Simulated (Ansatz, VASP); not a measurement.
**One calculation of KCl, two programs**

Contents of POSCAR:

```
KCl
1.0
    3.7708086025      0.0000000000      0.0000000000
    0.0000000000      3.7708086025      0.0000000000
    0.0000000000      0.0000000000      3.7708086025
K Cl
1 1
Direct
    0.0000000000      0.0000000000      0.0000000000
    0.5000000000      0.5000000000      0.5000000000
```

The input INCAR.step1:

```
  ALGO = Normal
  EDIFF = 1E-5
  ENCUT = 520
  GGA = PE
  ISIF = 2
  ISMEAR = 0
  LASPH = True
  LCHARG = False
  LREAL = False
  LWAVE = True
  NBANDS = 15
  NELM = 60
  PREC = Accurate
  SIGMA = 0.01
```

The input INCAR.step2:

```
  ALGO = Normal
  EDIFF = 1E-7
  ENCUT = 520
  GGA = PE
  HFSCREEN = 0.2079
  ISIF = 2
  ISMEAR = 0
  ISTART = 1
  LASPH = True
  LCHARG = False
  LHFCALC = True
  LREAL = False
  LWAVE = False
  NBANDS = 15
  NELM = 60
  PREC = Accurate
  PRECFOCK = Normal
  SIGMA = 0.01
```

The input KPOINTS:

```
k-points
0
Gamma
  6 6 6
```

Input for Ansatz:

```yaml
crystal:
  lattice:
    - [3.7708086025, 0.0, 0.0]
    - [0.0, 3.7708086025, 0.0]
    - [0.0, 0.0, 3.7708086025]
  atoms:
    - { symbol: K, position: [0.0, 0.0, 0.0] }
    - { symbol: Cl, position: [0.5, 0.5, 0.5] }
kpoints:
  mp_grid: { grid: [6, 6, 6] }
  band_path:
    path:
      - [0.0, 0.0, 0.0]
      - [0.0, 0.5, 0.0]
      - [0.5, 0.5, 0.0]
      - [0.5, 0.5, 0.5]
      - [0.0, 0.5, 0.5]
    npoints: 1
hamiltonian:
  xc: hse06
scf:
  occupations: { method: fixed }
  n_extra_bands: 4
output:
  forces: true
  stress: true
  eigenvalues: true
```

Alike in both runs: task single point; functional HSE06; k mesh 6 × 6 × 6; no spin polarisation.

```csv
,VASP,Ansatz
version,VASP 6.6.1,Ansatz 0.2.0
potentials or method,"VASP PAW PBE potentials, release 64 (K_sv, Cl)","plane waves, PAW"
plane-wave cutoff (eV),520,420
occupations,"gaussian, width 0.01 eV",fixed
valence electrons in the cell,16,16
```

Ansatz gave:

- gap on the k mesh at the Fermi level (eV): 6.37
- pressure (GPa): 0.6

Task: What did VASP give for the same quantities?

Result: gap on the k mesh at the Fermi level (eV): 6.36; pressure (GPa): 0.7.

Ansatz's warnings: stress exchange threshold loose, stress scf threshold loose.
